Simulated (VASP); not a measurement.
# AlPt4 (C2/m) in VASP: single point with PBEsol

Aim: the single point of AlPt4 with PBEsol.

Program: VASP 6.6.1. These are calculated values, not measurements. Logs are shortened: lines on timing, memory, paths and dates and some standing lists are left out, and cuts for length are marked.

## (1) The cell of the first run

Symmetry: C2/m, No. 12, monoclinic system. Conventional cell: a = 4.851 Å, b = 3.367 Å, c = 10.854 Å, α = 90.00°, β = 95.00°, γ = 90.00°. Within 3.4 Å of Al (site symmetry 2/m) lie 6 Pt at 2.55 to 2.64 Å and 6 Al at 2.95 to 3.37 Å. Within 3.4 Å of Pt (site symmetry m) lie 3 Al at 2.55 to 2.64 Å and 9 Pt at 2.94 to 3.37 Å. Pt (site symmetry m) has 14 Pt at 2.92 to 3.87 Å within 3.9 Å.

## (2) Single point, PBEsol (Au replaced by Pt, lengths x 1.000, strained)

File INCAR:

```
SYSTEM = AlPt4
  ALGO = Fast
  EDIFF = 1E-6
  ENCUT = 520
  GGA = PS
  ISIF = 2
  ISMEAR = 0
  LASPH = .True.
  LCHARG = .True.
  LELF = .True.
  LREAL = .False.
  LVHAR = .True.
  LWAVE = .False.
  NBANDS = 30
  NELM = 60
  PREC = Accurate
  SIGMA = 0.1
```

File KPOINTS:

```
k-points
0
Gamma
  6 6 2
  0 0 0
```

File POSCAR:

```
AlPt4
1.0
    2.4254181673     -1.6837060602      0.0023034792
    2.4254181673      1.6837060602      0.0023034792
   -0.9571402107      0.0000000000     10.8114670188
Al Pt
1 4
Direct
    0.0000000000      0.0000000000      0.0000000000
    0.6145201400      0.6145201400      0.8242536562
    0.2069027934      0.2069027934      0.6067806775
    0.7930972066      0.7930972066      0.3932193225
    0.3854798600      0.3854798600      0.1757463438
```

Potentials or basis: VASP PAW PBE potentials, release 64 (Al, Pt).

Launch:

```sh
cat potpaw_PBE.64/Al/POTCAR potpaw_PBE.64/Pt/POTCAR > POTCAR
mpirun -np 1 vasp_std > vasp.out
```

OUTCAR:

```text
SYSTEM = AlPt4
   EDIFF = 1E-6
   ENCUT = 520
   GGA = PS
   ISIF = 2
   ISMEAR = 0
   LASPH = .True.
   LREAL = .False.
   NELM = 60
   PREC = Accurate

 ion  position               nearest neighbor table
   1  0.000  0.000  0.000-   2 2.55   5 2.55   2 2.64   2 2.64   5 2.64   5 2.64
   2  0.615  0.615  0.824-   1 2.55   1 2.64   1 2.64   3 2.94   3 2.97   3 2.97
   3  0.207  0.207  0.607-   4 2.92   4 2.92   4 2.93   2 2.94   2 2.97   2 2.97
   4  0.793  0.793  0.393-   3 2.92   3 2.92   3 2.93   5 2.94   5 2.97   5 2.97
   5  0.385  0.385  0.176-   1 2.55   1 2.64   1 2.64   4 2.94   4 2.97   4 2.97

  LATTYP: Found a base centered monoclinic cell.
 ALAT       =     4.8508385223
 B/A-ratio  =     0.6941917578
 C/A-ratio  =     2.2375002043
 COS(beta)  =    -0.0872391272

  Lattice vectors:

 A1 = (   2.4254181673,  -1.6837060602,   0.0023034792)
 A2 = (   2.4254181673,   1.6837060602,   0.0023034792)
 A3 = (  -0.9571402107,   0.0000000000,  10.8114670188)

Analysis of symmetry for initial positions (statically):
=====================================================================
 Subroutine PRICEL returns:
 Original cell was already a primitive cell.

 Routine SETGRP: Setting up the symmetry group for a
 base centered monoclinic supercell.

 Subroutine GETGRP returns: Found  4 space group operations
 (whereof  4 operations were pure point group operations)
 out of a pool of  4 trial point group operations.

The static configuration has the point symmetry C_2h.

Analysis of symmetry for dynamics (positions and initial velocities):
=====================================================================
 Subroutine PRICEL returns:
 Original cell was already a primitive cell.

 Routine SETGRP: Setting up the symmetry group for a
 base centered monoclinic supercell.

 Subroutine GETGRP returns: Found  4 space group operations
 (whereof  4 operations were pure point group operations)
 out of a pool of  4 trial point group operations.

The dynamic configuration has the point symmetry C_2h.

 Subroutine INISYM returns: Found  4 space group operations
 (whereof  4 operations are pure point group operations),
 and found     1 'primitive' translations

----------------------------------------------------------------------------------------

                                     Primitive cell

  volume of cell :      88.3088

  direct lattice vectors                    reciprocal lattice vectors
     2.425418167 -1.683706060  0.002303479     0.206132687 -0.296963949  0.018248947
     2.425418167  1.683706060  0.002303479     0.206132687  0.296963949  0.018248947
    -0.957140211  0.000000000 10.811467019    -0.000087837  0.000000000  0.092486609

  length of vectors
     2.952545459  2.952545459 10.853752184     0.361954825  0.361954825  0.092486651

  position of ions in fractional coordinates (direct lattice)
     0.000000000  0.000000000  0.000000000
     0.614520140  0.614520140  0.824253656
     0.206902793  0.206902793  0.606780677
     0.793097207  0.793097207  0.393219323
     0.385479860  0.385479860  0.175746344

  ion indices of the primitive-cell ions
   primitive index   ion index
                 1           1
                 2           2
                 3           3
                 4           4
                 5           5

----------------------------------------------------------------------------------------

 KPOINTS: k-points

Automatic generation of k-mesh.
 Grid dimensions read from file:
 generate k-points for:    6    6    2

 Generating k-lattice:

  Cartesian coordinates                     Fractional coordinates (reciprocal lattice)
     0.034355448 -0.049493991  0.003041491     0.166666667 -0.000000000  0.000000000
     0.034355448  0.049493991  0.003041491    -0.000000000  0.166666667  0.000000000
    -0.000043918  0.000000000  0.046243305    -0.000000000 -0.000000000  0.500000000

  Length of vectors
     0.060325804  0.060325804  0.046243326

  Shift w.r.t. Gamma in fractional coordinates (k-lattice)
     0.000000000  0.000000000  0.000000000

 Subroutine IBZKPT returns following result:
 ===========================================

 Found     26 irreducible k-points:

 Following reciprocal coordinates:
            Coordinates               Weight
  0.000000  0.000000  0.000000      1.000000
  0.166667  0.000000  0.000000      4.000000
  0.333333  0.000000  0.000000      4.000000
  0.500000 -0.000000  0.000000      2.000000
  0.166667  0.166667  0.000000      2.000000
  0.333333  0.166667  0.000000      4.000000
[... 16 lines left out ...]
  0.333333  0.333333  0.500000      2.000000
  0.500000  0.333333  0.500000      4.000000
 [... further k-points ...]
   k-points           NKPTS =     26   k-points in BZ     NKDIM =     26   number of bands    NBANDS=     30
   number of dos      NEDOS =    301   number of ions     NIONS =      5
   total plane-waves  NPLWV =  48384
   dimension x,y,z NGX =    24 NGY =   24 NGZ =   84
   dimension x,y,z NGXF=    48 NGYF=   48 NGZF=  168
   ions per type =               1   4
   NGX,Y,Z   is equivalent  to a cutoff of  13.51, 13.51, 12.87 a.u.
   NGXF,Y,Z  is equivalent  to a cutoff of  27.03, 27.03, 25.73 a.u.
 SYSTEM =  AlPt4
   PREC   = accura    normal or accurate (medium, high low for compatibility)
   ISTART =      0    job   : 0-new  1-cont  2-samecut
   ICHARG =      2    charge: 1-file 2-atom 10-const
   ISPIN  =      1    spin polarized calculation?
   LNONCOLLINEAR =      F non collinear calculations
   LSORBIT =      F    spin-orbit coupling
   LASPH  =      T    aspherical Exc in radial PAW
   ENCUT  =  520.0 eV  38.22 Ry    6.18 a.u.   5.49  5.49 20.18*2*pi/ulx,y,z
   NELM   =     60;   NELMIN=  2; NELMDL= -5     # of ELM steps
   EDIFF  = 0.1E-05   stopping-criterion for ELM
   LREAL  =      F    real-space projection
   EDIFFG = 0.1E-04   stopping-criterion for IOM
   NSW    =      0    number of steps for IOM
   IBRION =     -1    ionic relax: 0-MD 1-quasi-New 2-CG
   NFREE  =      0    steps in history (QN), initial steepest desc. (CG)
   ISIF   =      2    stress and relaxation
   ISYM   =      2    0-nonsym 1-usesym 2-fastsym
   POTIM  = 0.5000    time-step for ionic-motion
   TEBEG  =    0.0;   TEEND  =   0.0 temperature during run
   PSTRESS=    0.0 pullay stress
   NELECT =      43.0000    total number of electrons
   NUPDOWN=      -1.0000    fix difference up-down
   EMIN   =  10.00;   EMAX   =-10.00  energy-range for DOS
   EFERMI =   0.00;   METHOD = LEGACY
   ISMEAR =     0;   SIGMA  =   0.10  broadening in eV -4-tet -1-fermi 0-gaus
   EFERMI_NEDOS =   21; number of points for ismear=-14 and -15
   IALGO  =     68    algorithm
   IMIX   =      4    mixing-type and parameters
     AMIX     =   0.40;   BMIX     =  1.00
     AMIX_MAG =   1.60;   BMIX_MAG =  1.00
  volume/ion in A,a.u.               =      17.66       119.19
  Fermi-wavevector in a.u.,A,eV,Ry     =   1.287942  2.433857 22.569270  1.658795
  Thomas-Fermi vector in A             =   2.419926
   LORBIT       =      0    0 simple, 1 ext, 2 COOP (PROOUT), +10 PAW based schemes
   GGA     = PS    functional components
   LHFCALC =     F    Hartree Fock is set to
   AEXX    =    0.0000 exact exchange contribution
   IVDW    =     0    specifies the selected vdW correction
   LEPSILON=     F    determine dielectric tensor
   LRPA    =     F    only Hartree local field effects (RPA)
 non-spin polarized calculation
 RMM-DIIS sequential band-by-band and
 Gauss-broadening in eV      SIGMA  =   0.10
  energy-cutoff  :      520.00
  volume of cell :       88.31
 maximum number of plane-waves:      2405
 NGX is ok and might be reduce to    24
   NGX = 11   NGY = 11   NGZ = 41

 number of electron      43.0000000 magnetization

 Free energy of the ion-electron system (eV)
  ---------------------------------------------------
  ext. energy  EPLUGINS =         0.00000000
  ---------------------------------------------------
  free energy    TOTEN  =       -32.37991751 eV

  energy without entropy =      -32.34596537  energy(sigma->0) =      -32.36294144

 E-fermi :   7.8130     XC(G=0): -12.1313

 val. band max:        7.8127239168   @ k =   0.5000  -0.0000   0.0000
 cond. band min:       7.8174016573   @ k =  -0.3333   0.1667   0.5000
 fundamental gap:      0.0046777405
 Fermi energy:         7.8130120333

 k-point     1 :       0.0000    0.0000    0.0000
  band No.  band energies     occupation
      1      -1.6955      2.00000
      2       0.5510      2.00000
      3       0.8826      2.00000
      4       2.6414      2.00000
      5       2.8804      2.00000
      6       4.0002      2.00000
[... 22 lines left out ...]
     29      17.7919      0.00000
     30      18.5164      0.00000

 k-point     2 :       0.1667    0.0000    0.0000
  band No.  band energies     occupation
      1      -1.1368      2.00000
      2       1.1551      2.00000
      3       1.4628      2.00000
      4       3.1005      2.00000
      5       3.2449      2.00000
      6       4.0658      2.00000
[... 22 lines left out ...]
     29      17.0257      0.00000
     30      18.7072      0.00000

 k-point     3 :       0.3333    0.0000    0.0000
  band No.  band energies     occupation
      1       0.3023      2.00000
      2       2.1001      2.00000
      3       2.6624      2.00000
      4       3.2488      2.00000
      5       3.2847      2.00000
      6       3.7025      2.00000
[... 22 lines left out ...]
     29      16.3529      0.00000
     30      16.5507      0.00000

 k-point     4 :       0.5000   -0.0000    0.0000
  band No.  band energies     occupation
      1       1.6107      2.00000
      2       2.0670      2.00000
      3       2.8818      2.00000
      4       3.0060      2.00000
      5       3.1753      2.00000
      6       3.3213      2.00000
[... 616 lines left out ...]
     29      16.8650      0.00000
     30      16.8921      0.00000

 k-point    23 :       0.3333    0.3333    0.5000
  band No.  band energies     occupation
      1       0.8442      2.00000
      2       2.6298      2.00000
      3       3.2132      2.00000
      4       3.3304      2.00000
      5       3.7424      2.00000
      6       3.8486      2.00000
[... 22 lines left out ...]
     29      15.3538      0.00000
     30      16.5655      0.00000

 k-point    24 :       0.5000    0.3333    0.5000
  band No.  band energies     occupation
      1       1.9804      2.00000
      2       3.0142      2.00000
      3       3.1682      2.00000
      4       3.5286      2.00000
      5       3.6398      2.00000
      6       3.7322      2.00000
[... 22 lines left out ...]
     29      13.7529      0.00000
     30      15.4639      0.00000

 [... further k-points ...]

------------------------ aborting loop because EDIFF is reached ----------------------------------------

  FORCE on cell =-STRESS in cart. coord.  units (eV):
  Direction    XX          YY          ZZ          XY          YZ          ZX
  --------------------------------------------------------------------------------------
  -------------------------------------------------------------------------------------
  Total      -15.3557116    -13.7179670    -12.6217681      0.0000000      0.0000000     -0.3815334
  in kB     -278.5970364   -248.8836109   -228.9953913      0.0000000      0.0000000     -6.9221198
  external PRESSURE =    -252.1586795 kB  Pullay stress =       0.0000000 kB

 VOLUME and BASIS-vectors are now :
 -----------------------------------------------------------------------------
  energy-cutoff  :      520.00
  volume of cell :       88.31
      direct lattice vectors                 reciprocal lattice vectors
     2.425418167 -1.683706060  0.002303479     0.206132687 -0.296963949  0.018248947
     2.425418167  1.683706060  0.002303479     0.206132687  0.296963949  0.018248947
    -0.957140211  0.000000000 10.811467019    -0.000087837  0.000000000  0.092486609

 POSITION                                       TOTAL-FORCE (eV/Angst)
 -----------------------------------------------------------------------------------
      0.00000      0.00000      0.00000         0.000000      0.000000     -0.000000
      2.19201      0.00000      8.91422        -0.141068      0.000000     -0.374147
      0.42288      0.00000      6.56114        -0.021277      0.000000     -0.387509
      3.47082      0.00000      4.25493         0.021277      0.000000      0.387509
      1.70169      0.00000      1.90185         0.141068      0.000000      0.374147
 -----------------------------------------------------------------------------------
    total drift:                                0.000000     -0.000000      0.000000

  FREE ENERGIE OF THE ION-ELECTRON SYSTEM (eV)
  ---------------------------------------------------
  free  energy   TOTEN  =       -32.3799175108 eV

  energy  without entropy=      -32.3459653720  energy(sigma->0) =      -32.36294144
```

Wall time 30 s (1 thread of Intel Xeon 6975P-C (Granite Rapids), shared host); peak memory 0.23 GiB.

What came out:

```
Free energy   : -32.3799 eV
Pressure      : -25.2 GPa
Largest force : 0.400 eV/Å
```

Forces on the atoms (eV/Å):
```
Al   0.000  0.000  0.000
Pt  -0.141  0.000 -0.374
Pt  -0.021  0.000 -0.388
Pt   0.021  0.000  0.388
Pt   0.141  0.000  0.374
```

Levels at points of the mesh, in eV from the Fermi level:
| k point | band 20 | band 21 | band 22 | band 23 | band 24 | band 25 |
| --- | --- | --- | --- | --- | --- | --- |
| (0.00, 0.00, 0.00) | -1.12 | -0.93 | -0.88 | -0.46 | -0.10 | -0.10 |
| (0.50, 0.00, 0.00) | -0.38 | 0.00 | 0.19 | 1.11 | 1.83 | 1.86 |
| (0.50, 0.50, 0.00) | 0.49 | 0.53 | 1.00 | 2.36 | 2.38 | 3.26 |
| (0.00, 0.00, 0.50) | -1.07 | -1.06 | -0.45 | -0.10 | -0.10 | 0.68 |
| (0.50, 0.00, 0.50) | -0.05 | 0.30 | 0.59 | 0.97 | 1.57 | 1.86 |
| (0.50, 0.50, 0.50) | 0.44 | 0.48 | 0.89 | 2.03 | 3.09 | 3.15 |

Caveat: the k points lie up to 0.38 Å⁻¹ apart; the cell differs from its parent crystal (Au replaced by Pt, lengths x 1.000, strained); the PAW data sets were made with another functional, which shifts forces and pressure a little; spin-orbit coupling is left out, which moves the levels of the heavy elements.
